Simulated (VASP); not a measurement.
A run of VASP 6.6.1:

File INCAR:

```
SYSTEM = AlP
PREC = Accurate
ENCUT = 500
EDIFF = 1E-6
ISMEAR = -1
SIGMA = 0.02
LREAL = .False.
LASPH = .True.
NELM = 120
ALGO = Normal
ISIF = 2
LWAVE = .False.
LCHARG = .True.
GGA = PE
LELF = .True.
LVHAR = .True.
NBANDS = 11
GGA_COMPAT = .False.
```

KPOINTS

```
Automatic mesh
0
Gamma
  12 12 12
  0 0 0
```

File POSCAR:

```
AlP
1.0
    0.0000000000      2.6979678146      2.6979678146
    2.6979678146      0.0000000000      2.6979678146
    2.6979678146      2.6979678146      0.0000000000
P Al
1 1
Direct
    0.7500000000      0.7500000000      0.7500000000
    0.0000000000      0.0000000000      0.0000000000
```

Potentials or basis: VASP PAW PBE potentials, release 64 (P, Al).

The run is started by

```console
$ cat potpaw_PBE.64/P/POTCAR potpaw_PBE.64/Al/POTCAR > POTCAR
$ mpirun -np 1 vasp_std > vasp.out
```

Hardware: 1 thread of Intel Xeon 8259CL, on a shared host.

Estimate the wall time of this run.

Wall time 22 s on 1 thread of Intel Xeon 8259CL, on a shared host, peak memory 0.16 GiB. Counts: scf iterations 12, k points 72.
